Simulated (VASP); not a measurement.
The system is MgO (zincblende type).

```
Mg O
1.0
     0.00000    2.29042    2.29042
     2.29042    0.00000    2.29042
     2.29042    2.29042    0.00000
Mg O
1 1
Direct
  0.00000 0.00000 0.00000
  0.25000 0.25000 0.25000
```

This cell differs from its parent crystal: volume scaled by 0.98.

Base run:

| Property | Result |
| --- | --- |
| Program | VASP 6.6.1 |
| Functional | PBE |
| Potentials or basis | VASP PAW PBE potentials, release 64 (Mg, O) |
| Cutoff | 520 eV |
| k mesh | 13 × 13 × 13 |
| Occupations | fermi-dirac, width 0.08 eV |
| Spin | no spin polarisation |

Its results: band gap on the k mesh 3.58 eV, direct; pressure 2.1 GPa.

The run is repeated on the same cell with these changes: dispersion from none to D4. What comes out?

Band gap on the k mesh 3.58 eV, direct; pressure -0.1 GPa.

Dispersion adds attraction, which lowers the pressure at fixed volume and, as a term added to the energy, leaves the levels alone.

A k mesh can miss the band edges.
